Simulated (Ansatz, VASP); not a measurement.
# CoSi2: VASP beside Ansatz

File INCAR:

```
  PREC = Accurate
  ENCUT = 520
  EDIFF = 1E-7
  ISMEAR = 0
  SIGMA = 0.05
  LREAL = F
  LASPH = T
  NELM = 80
  ALGO = Normal
  ISIF = 2
  LWAVE = F
  LCHARG = F
  GGA = CA
  NBANDS = 16
```

Contents of KPOINTS:

```
regular mesh
0
Gamma
  14 14 14
```

The input POSCAR:

```
CoSi2
1.0
    0.0000000000      2.6011716094      2.6011716094
    2.6011716094      0.0000000000      2.6011716094
    2.6011716094      2.6011716094      0.0000000000
Co Si
1 2
Direct
    0.0000000000      0.0000000000      0.0000000000
    0.2500000000      0.2500000000      0.2500000000
    0.7500000000      0.7500000000      0.7500000000
```

Input for Ansatz:

```yaml
crystal:
  lattice:
    - [0.0, 2.6011716094, 2.6011716094]
    - [2.6011716094, 0.0, 2.6011716094]
    - [2.6011716094, 2.6011716094, 0.0]
  atoms:
    - { symbol: Co, position: [0.0, 0.0, 0.0] }
    - { symbol: Si, position: [0.25, 0.25, 0.25] }
    - { symbol: Si, position: [0.75, 0.75, 0.75] }
basis:
  ecutwfc: 420
  ecutrho_ratio: 4
kpoints:
  mp_grid: { grid: [14, 14, 14] }
hamiltonian:
  xc: lda
scf:
  occupations: { method: gaussian, width: 0.05 }
output:
  forces: true
  stress: true
  eigenvalues: true
```

Alike in both runs: task single point; functional LDA; k mesh 14 × 14 × 14; occupations gaussian, width 0.05 eV; no spin polarisation.

```csv
,VASP,Ansatz
version,VASP 6.6.1,Ansatz 0.2.0
potentials or method,"VASP PAW LDA potentials, release 64 (Co, Si), cutoff 520 eV","scalar-relativistic, plane waves, PAW"
valence electrons in the cell,17,25
```

```tsv
	VASP	Ansatz	Ansatz less VASP
gap on the k mesh at the Fermi level (eV)	none	none	-
pressure (GPa)	9.5	9.1	-0.33
```

LDA's correlation is that of Perdew and Zunger in VASP and of Perdew and Wang (1992) in Ansatz. A gap of «none» marks a metal or a gap that the smearing closes. VASP's potentials hold 17 valence electrons a cell and Ansatz's 25, so a difference there can come from the potentials and not from the codes.
